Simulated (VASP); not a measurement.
Wanted: the native input for a VASP 6.6.1 run.

```yaml
Task: single point
Functional: LDA
Potentials_or_basis: VASP PAW LDA potentials, release 64 (V_sv, Si)
Cutoff: 500 eV
k_mesh: 6 × 6 × 6
Occupations: gaussian, width 0.1 eV
Spin: no spin polarisation
Dipole_correction: no
Further_INCAR_settings: ALGO = Normal; EDIFF = 1e-06; NBANDS = 53
```

The structure of V3Si (vib) lies in POSCAR:

```
V3Si
1.0
    4.6053774810      0.0000000000      0.0000000000
    0.0000000000      4.6053774810      0.0000000000
    0.0000000000      0.0000000000      4.6053774810
V Si
6 2
Direct
    0.2500000000      0.0000000000      0.5000000000
    0.7500000000      0.0000000000      0.5000000000
    0.0000000000      0.5000000000      0.2500000000
    0.0000000000      0.5000000000      0.7500000000
    0.5000000000      0.7500000000      0.0000000000
    0.5000000000      0.2500000000      0.0000000000
    0.0000000000      0.0000000000      0.0000000000
    0.5000000000      0.5000000000      0.5000000000
```

The input as run:

INCAR

```
PREC = Accurate
ENCUT = 500
EDIFF = 1E-6
ISMEAR = 0
SIGMA = 0.1
LREAL = F
LASPH = T
NELM = 120
ALGO = Normal
ISIF = 2
LWAVE = F
LCHARG = T
LELF = T
LVHAR = T
NBANDS = 53
GGA_COMPAT = F
```

KPOINTS

```
regular mesh
0
Gamma
  6 6 6
```

Potentials or basis: VASP PAW LDA potentials, release 64 (V_sv, Si).

Launch:

```sh
$ cat potpaw_LDA.64/V_sv/POTCAR potpaw_LDA.64/Si/POTCAR > POTCAR
$ mpirun -np 1 vasp_std > vasp.out
```

It gave:

The pressure is 0.5 GPa and the band gap on the k mesh is zero (band 43 reaches 11.35 eV, above the bottom of band 44 at 10.56 eV).

Run time: 63 s on 1 thread of Intel(R) Xeon(R) Platinum 8488C (Sapphire Rapids), on a shared host, peak memory 0.2 GiB.
